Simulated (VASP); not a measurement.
# Nb (P6/mmm) in VASP: further runs, part 4 of 4

VASP 6.6.1. The steps go on from the part before.

## (6) Relaxation of shape and atoms at fixed volume, PBE

This run uses another cell than the first one, of 8.71 Å³/atom.

Input file INCAR:

```
SYSTEM = Nb
  ALGO = Normal
  EDIFF = 1E-7
  EDIFFG = -0.005
  ENCUT = 600
  GGA = PE
  IBRION = 2
  ISIF = 4
  ISMEAR = -1
  LASPH = .True.
  LCHARG = .False.
  LREAL = .False.
  LWAVE = .False.
  NELM = 100
  NSW = 50
  PREC = Accurate
  SIGMA = 0.05
```

Input file KPOINTS:

```
k-points
0
Gamma
  15 15 14
  0 0 0
```

Input file POSCAR:

```
Nb
1.0
    2.1949105365      0.0000000000      0.0000000000
   -1.0974552683      1.9008482837      0.0000000000
    0.0000000000      0.0000000000      2.0883196363
Nb
1
Direct
    0.0000000000      0.0000000000      0.0000000000
```

Potentials or basis: VASP PAW PBE potentials, release 64 (Nb_sv).

On the command line:

```sh
$ cat potpaw_PBE.64/Nb_sv/POTCAR > POTCAR
$ mpirun -np 1 vasp_std > vasp.out
```

OUTCAR:

```text
SYSTEM = Nb
   EDIFF = 1E-7
   EDIFFG = -0.005
   ENCUT = 600
   GGA = PE
   IBRION = 2
   ISIF = 4
   ISMEAR = -1
   LASPH = .True.
   LREAL = .False.
   NELM = 100
   NSW = 50
   PREC = Accurate

 ion  position               nearest neighbor table
   1  0.000  0.000  0.000-

  LATTYP: Found a hexagonal cell.
 ALAT       =     2.1949105365
 C/A-ratio  =     0.9514372461

  Lattice vectors:

 A1 = (   2.1949105365,   0.0000000000,   0.0000000000)
 A2 = (  -1.0974552683,   1.9008482837,   0.0000000000)
 A3 = (   0.0000000000,   0.0000000000,   2.0883196363)

Analysis of symmetry for initial positions (statically):
=====================================================================
 Subroutine PRICEL returns:
 Original cell was already a primitive cell.

 Routine SETGRP: Setting up the symmetry group for a
 hexagonal supercell.

 Subroutine GETGRP returns: Found 24 space group operations
 (whereof 24 operations were pure point group operations)
 out of a pool of 24 trial point group operations.

The static configuration has the point symmetry D_6h.

Analysis of symmetry for dynamics (positions and initial velocities):
=====================================================================
 Subroutine PRICEL returns:
 Original cell was already a primitive cell.

 Routine SETGRP: Setting up the symmetry group for a
 hexagonal supercell.

 Subroutine GETGRP returns: Found 24 space group operations
 (whereof 24 operations were pure point group operations)
 out of a pool of 24 trial point group operations.

The dynamic configuration has the point symmetry D_6h.

 Subroutine INISYM returns: Found 24 space group operations
 (whereof 24 operations are pure point group operations),
 and found     1 'primitive' translations

----------------------------------------------------------------------------------------

                                     Primitive cell

  volume of cell :       8.7129

  direct lattice vectors                    reciprocal lattice vectors
     2.194910537  0.000000000  0.000000000     0.455599435  0.263040456  0.000000000
    -1.097455268  1.900848284  0.000000000     0.000000000  0.526080913  0.000000000
     0.000000000  0.000000000  2.088319636     0.000000000  0.000000000  0.478853899

  length of vectors
     2.194910537  2.194910537  2.088319636     0.526080913  0.526080913  0.478853899

  position of ions in fractional coordinates (direct lattice)
     0.000000000  0.000000000  0.000000000

  ion indices of the primitive-cell ions
   primitive index   ion index
                 1           1

----------------------------------------------------------------------------------------

 KPOINTS: k-points

Automatic generation of k-mesh.
 Grid dimensions read from file:
 generate k-points for:   15   15   14

 Generating k-lattice:

  Cartesian coordinates                     Fractional coordinates (reciprocal lattice)
     0.030373296  0.017536030  0.000000000     0.066666667  0.000000000  0.000000000
     0.000000000  0.035072061  0.000000000     0.000000000  0.066666667  0.000000000
     0.000000000  0.000000000  0.034203850     0.000000000  0.000000000  0.071428571

[... 45 lines left out ...]
   NGXF,Y,Z  is equivalent  to a cutoff of  27.27, 27.27, 28.66 a.u.
 SYSTEM =  Nb
   PREC   = accura    normal or accurate (medium, high low for compatibility)
   ISTART =      0    job   : 0-new  1-cont  2-samecut
   ICHARG =      2    charge: 1-file 2-atom 10-const
   ISPIN  =      1    spin polarized calculation?
   LNONCOLLINEAR =      F non collinear calculations
   LSORBIT =      F    spin-orbit coupling
   LASPH  =      T    aspherical Exc in radial PAW
   ENCUT  =  600.0 eV  44.10 Ry    6.64 a.u.   4.38  4.38  4.17*2*pi/ulx,y,z
   NELM   =    100;   NELMIN=  2; NELMDL= -5     # of ELM steps
   EDIFF  = 0.1E-06   stopping-criterion for ELM
   LREAL  =      F    real-space projection
   EDIFFG = -.5E-02   stopping-criterion for IOM
   NSW    =     50    number of steps for IOM
   IBRION =      2    ionic relax: 0-MD 1-quasi-New 2-CG
   NFREE  =      1    steps in history (QN), initial steepest desc. (CG)
   ISIF   =      4    stress and relaxation
   ISYM   =      2    0-nonsym 1-usesym 2-fastsym
   POTIM  = 0.5000    time-step for ionic-motion
   TEBEG  =    0.0;   TEEND  =   0.0 temperature during run
   PSTRESS=    0.0 pullay stress
   NELECT =      13.0000    total number of electrons
   NUPDOWN=      -1.0000    fix difference up-down
   EMIN   =  10.00;   EMAX   =-10.00  energy-range for DOS
   EFERMI =   0.00;   METHOD = LEGACY
   ISMEAR =    -1;   SIGMA  =   0.05  broadening in eV -4-tet -1-fermi 0-gaus
   EFERMI_NEDOS =   21; number of points for ismear=-14 and -15
   IALGO  =     38    algorithm
   IMIX   =      4    mixing-type and parameters
     AMIX     =   0.40;   BMIX     =  1.00
     AMIX_MAG =   1.60;   BMIX_MAG =  1.00
  volume/ion in A,a.u.               =       8.71        58.80
  Fermi-wavevector in a.u.,A,eV,Ry     =   1.870692  3.535095 47.613413  3.499487
  Thomas-Fermi vector in A             =   2.916453
   LORBIT       =      0    0 simple, 1 ext, 2 COOP (PROOUT), +10 PAW based schemes
   GGA     = PE    functional components
   LHFCALC =     F    Hartree Fock is set to
   AEXX    =    0.0000 exact exchange contribution
   IVDW    =     0    specifies the selected vdW correction
   LEPSILON=     F    determine dielectric tensor
   LRPA    =     F    only Hartree local field effects (RPA)
 conjugate gradient relaxation of ions
 non-spin polarized calculation
  energy-cutoff  :      600.00
  volume of cell :        8.71
 maximum number of plane-waves:       308
 NGX is ok and might be reduce to    18
   NGX =  9   NGY =  9   NGZ =  9

--------------------------------------- Ionic step        1  -------------------------------------------

 number of electron      13.0000001 magnetization

 Free energy of the ion-electron system (eV)
  ---------------------------------------------------
  ext. energy  EPLUGINS =         0.00000000
  ---------------------------------------------------
  free energy    TOTEN  =        -0.40657216 eV

  energy without entropy =       -0.39875952  energy(sigma->0) =       -0.40266584

------------------------ aborting loop because EDIFF is reached ----------------------------------------

  FORCE on cell =-STRESS in cart. coord.  units (eV):
  Direction    XX          YY          ZZ          XY          YZ          ZX
  --------------------------------------------------------------------------------------
  -------------------------------------------------------------------------------------
  Total       29.8612637     29.8612637     28.5188015     -0.0000000      0.0000000     -0.0000000
  in kB     5491.0767618   5491.0767621   5244.2163769     -0.0000001      0.0000000     -0.0000000
  external PRESSURE =    5408.7899669 kB  Pullay stress =       0.0000000 kB
[... 197 lines left out ...]
--------------------------------------- Ionic step        7  -------------------------------------------

 number of electron      13.0000001 magnetization

 Free energy of the ion-electron system (eV)
  ---------------------------------------------------
  ext. energy  EPLUGINS =         0.00000000
  ---------------------------------------------------
  free energy    TOTEN  =        -0.41226740 eV

  energy without entropy =       -0.40597622  energy(sigma->0) =       -0.40912181

 E-fermi :  25.7170     XC(G=0): -16.7243

 val. band max:       25.7131371361   @ k =   0.3333   0.1333   0.2857
 cond. band min:      25.7238245582   @ k =   0.2000   0.2000   0.2143
 fundamental gap:      0.0106874221
 Fermi energy:        25.7169807076

 k-point     1 :       0.0000    0.0000    0.0000
  band No.  band energies     occupation
      1     -32.6634      2.00000
      2      -2.2226      2.00000
      3      -2.0853      2.00000
      4      -2.0853      2.00000
      5      17.2258      2.00000
      6      20.8379      2.00000
      7      24.0231      2.00000
      8      24.0231      2.00000
      9      37.1995      0.00000
     10      37.9958      0.00000
[... 287 lines left out ...]
 k-point    24 :       0.4000    0.2000    0.0000
  band No.  band energies     occupation
      1     -29.5950      2.00000
      2     -10.8537      2.00000
      3      -7.0957      2.00000
      4      -0.6194      2.00000
      5      20.6853      2.00000
      6      23.0428      2.00000
      7      28.8491      0.00000
      8      29.4942      0.00000
      9      32.7048      0.00000
     10      37.2724      0.00000

 [... further k-points ...]

------------------------ aborting loop because EDIFF is reached ----------------------------------------

  FORCE on cell =-STRESS in cart. coord.  units (eV):
  Direction    XX          YY          ZZ          XY          YZ          ZX
  --------------------------------------------------------------------------------------
  -------------------------------------------------------------------------------------
  Total       29.3937163     29.3937163     29.3902677     -0.0000000      0.0000000      0.0000000
  in kB     5405.1012124   5405.1012131   5404.4670606     -0.0000003      0.0000000      0.0000000
  external PRESSURE =    5404.8898287 kB  Pullay stress =       0.0000000 kB
[... 16 lines left out ...]
  FREE ENERGIE OF THE ION-ELECTRON SYSTEM (eV)
  ---------------------------------------------------
  free  energy   TOTEN  =        -0.4122674031 eV

  energy  without entropy=       -0.4059762164  energy(sigma->0) =       -0.40912181

 reached required accuracy - stopping structural energy minimisation
```

It took 1.7 min on 1 thread of Intel Xeon 8259CL, shared host; peak memory 0.14 GiB.

What came out:

- Free energy: -0.4123 eV
- Energy gained by relaxing: 5.7 meV/atom
- Ionic steps: 7
- Pressure after relaxing: 540.5 GPa
- Band gap on the k mesh: zero (an odd number of electrons rules out a gap without spin polarisation)

Step by step:
| step | energy change (eV) | largest force (eV/Å) | pressure (GPa) | volume (Å³) |
| --- | --- | --- | --- | --- |
| 1 | 0.0000 | 0.0000 | 540.88 | 8.71 |
| 2 | 0.1342 | 0.0000 | 537.07 | 8.71 |
| 3 | -0.0056 | 0.0000 | 540.50 | 8.71 |
| 4 | -0.0057 | 0.0000 | 540.47 | 8.71 |
| 5 | -0.0057 | 0.0000 | 540.47 | 8.71 |
| 6 | -0.0057 | 0.0000 | 540.50 | 8.71 |
| 7 | -0.0057 | 0.0000 | 540.49 | 8.71 |

Final structure:
```cif
data_structure
_symmetry_space_group_name_H-M 'P 1'
_symmetry_Int_Tables_number 1
_cell_length_a 2.2037
_cell_length_b 2.2037
_cell_length_c 2.0716
_cell_angle_alpha 90.000
_cell_angle_beta 90.000
_cell_angle_gamma 120.000
_cell_volume 8.71
loop_
_atom_site_label
_atom_site_type_symbol
_atom_site_fract_x
_atom_site_fract_y
_atom_site_fract_z
_atom_site_occupancy
Nb1 Nb 0.00000 0.00000 0.00000 1
```

Caveat: atoms lie so close that the PAW spheres overlap strongly, which falsifies energies and pressures.

## (7) Overview

| task | cell | cutoff (eV) | gap on the mesh (eV) | pressure (GPa) |
| --- | --- | --- | --- | --- |
| relaxation of cell and atoms | relaxed from a = 2.850, b = 2.850, c = 2.679 Å, angles 90.0, 90.0, 120.0°, 1 atom | 600 | none | 0.0 |
| single point | a = 2.817, b = 2.817, c = 2.677 Å, angles 90.0, 90.0, 120.0°, 1 atom | 520 | none | 7.9 |
| single point | a = 2.864, b = 2.864, c = 2.725 Å, angles 90.0, 90.0, 120.0°, 1 atom | 520 | none | -0.2 |
| relaxation of shape and atoms at fixed volume | relaxed from a = 2.195, b = 2.195, c = 2.088 Å, angles 90.0, 90.0, 120.0°, 1 atom | 600 | none | 540.5 |

Alike in all rows: level PBE; potentials or basis VASP PAW PBE potentials, release 64 (Nb_sv); no spin polarisation; k mesh 15 × 15 × 14; smearing fermi-dirac 0.05 eV.

Caveats: the cell stands under pressure (at least some runs); atoms lie so close that the PAW spheres overlap strongly, which falsifies energies and pressures (at least some runs).

Absolute energies hang on the potentials; compare differences alone.
